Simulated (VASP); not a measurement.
Crystal: Al3InAs4.

```
CELL_PARAMETERS angstrom
3.92739 0.00000 0.00000
0.00000 3.92739 0.00000
0.00000 0.00000 11.10833
ATOMIC_POSITIONS crystal
Al 0.00000 0.00000 0.75000
Al 0.50000 0.50000 0.00000
Al 0.00000 0.00000 0.25000
As 0.00000 0.50000 0.87500
As 0.50000 0.00000 0.12500
As 0.00000 0.50000 0.37500
As 0.50000 0.00000 0.62500
In 0.50000 0.50000 0.50000
```

* Program: VASP 6.6.1
* Task: relaxation of cell and atoms
* Functional: PBE
* Potentials or basis: VASP PAW PBE potentials, release 64 (Al, As, In_d)
* Cutoff: 600 eV
* k mesh: 6 × 6 × 2
* Occupations: fermi-dirac, width 0.02 eV
* Spin: no spin polarisation

At the start: pressure 14.2 GPa; volume 21.42 Å³/atom.

Problem. Where does the relaxation end?

Solution. Over 12 steps the energy falls by 178.6 meV/atom and the volume is 24.92 Å³/atom (+16.4 %); space group P-4m2 (No. 115, to 0.1 Å) before and after.

The path:
```
step  energy change (eV)  largest force (eV/Å)  pressure (GPa)  volume (Å³)
   1              0.0000                2.3261           14.20       171.34
   2             -0.9289                0.4900           -5.32       222.85
   3             -1.3126                0.6596           -0.51       201.81
   4             -1.3124                0.6823           -0.32       201.17
   5             -1.3599                0.4227           -0.06       200.01
   6             -1.3986                0.2892            0.58       197.63
   7             -1.4184                0.2244           -0.28       200.27
   8             -1.4193                0.2123           -0.50       200.99
   9             -1.4287                0.0632            0.03       199.26
  10             -1.4287                0.0524            0.06       199.14
  11             -1.4291                0.0082           -0.02       199.41
  12             -1.4291                0.0023           -0.01       199.37
```

Final structure:
```xyz
8
Lattice="4.1305 0.0000 0.0000 0.0000 4.1305 0.0000 0.0000 0.0000 11.6857" Properties=species:S:1:pos:R:3 pbc="T T T"
Al    0.0000    0.0000    8.8716
Al    2.0652    2.0652    0.0000
Al    0.0000    0.0000    2.8141
As    0.0000    2.0652   10.2789
As    2.0652    0.0000    1.4068
As    0.0000    2.0652    4.1979
As    2.0652    0.0000    7.4878
In    2.0652    2.0652    5.8429
```

Caveat: the volume moved by over 15 % at a fixed basis, so the end points are rough.
